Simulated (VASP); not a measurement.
**Sn3Te2O: single point with PBE**

Sn3Te2O:

```
Sn Te O
1.0
     5.91316    0.00000    0.00000
    -2.95658    5.12095    0.00000
     0.00000    0.00000    5.92770
Sn Te O
3 2 1
Direct
  0.50000 0.00000 0.50000
  0.00000 0.50000 0.50000
  0.50000 0.50000 0.50000
  0.33333 0.66667 0.00000
  0.66667 0.33333 0.00000
  0.00000 0.00000 0.50000
```

The cell was generated, and may not be a known phase.

```
Program                : VASP 6.6.1
Task                   : single point
Functional             : PBE
Potentials or basis    : VASP PAW PBE potentials, release 64 (Sn_d, Te, O)
Cutoff                 : 520 eV
k mesh                 : 6 × 6 × 6
Occupations            : gaussian, width 0.1 eV
Spin                   : no spin polarisation
Dipole correction      : no
Further INCAR settings : ALGO = Normal; EDIFF = 1e-06; NBANDS = 39
```

The pressure is -0.1 GPa and the band gap on the k mesh is zero (bands 30 and 31 overlap by 1.37 eV).

Levels at points of the mesh, in eV from the Fermi level:
| k point | band 26 | band 27 | band 28 | band 29 | band 30 | band 31 | band 32 | band 33 | band 34 | band 35 |
| --- | --- | --- | --- | --- | --- | --- | --- | --- | --- | --- |
| (0.00, 0.00, 0.00) | -1.99 | -1.99 | -1.62 | -0.74 | -0.30 | -0.30 | 1.09 | 1.09 | 1.84 | 1.84 |
| (0.50, 0.00, 0.00) | -1.25 | -1.17 | -0.91 | -0.88 | -0.57 | 0.22 | 0.86 | 2.43 | 2.60 | 2.76 |
| (0.00, 0.00, 0.50) | -3.27 | -1.48 | -1.26 | -0.34 | -0.34 | 0.05 | 0.65 | 1.21 | 1.21 | 3.71 |
| (0.50, 0.00, 0.50) | -1.37 | -0.83 | -0.76 | -0.44 | -0.12 | 0.66 | 0.75 | 1.53 | 1.65 | 1.94 |

Run time: 3 min on 1 thread of Intel(R) Xeon(R) Platinum 8559C (Emerald Rapids), with other jobs on the host, peak memory 0.42 GiB.

Caveat: spin-orbit coupling is left out, which moves the levels of the heavy elements.
